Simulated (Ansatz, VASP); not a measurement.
**One calculation of ZnCu2, two programs**

```
Zn Cu
1.0
     2.56651    0.00000    0.00000
     0.00000    2.56651    0.00000
     0.00000    0.00000   19.62960
Zn Cu
1 2
Direct
  0.00000 0.00000 0.40995
  0.50000 0.50000 0.50000
  0.00000 0.00000 0.59005
```

Alike in both runs: task single point; functional PBE; k mesh 14 × 14 × 1; occupations fermi-dirac, width 0.1 eV; no spin polarisation.

|  | VASP | Ansatz |
| --- | --- | --- |
| version | VASP 6.6.1 | Ansatz 0.2.0 |
| potentials or method | VASP PAW PBE potentials, release 64 (Zn, Cu) | PAW with Ansatz's default frozen-core files, scalar-relativistic |
| plane-wave cutoff (eV) | 520 | 420 |
| valence electrons in the cell | 34 | 50 |

|  | VASP | Ansatz | Ansatz less VASP |
| --- | --- | --- | --- |
| rms of the force components (eV/Å) | 0.265 | 0.253 | -0.0122 |

Atom by atom the forces differ by 0.015 eV/Å (rms over components). VASP's potentials hold 34 valence electrons a cell and Ansatz's 50, so a difference there can come from the potentials and not from the codes.
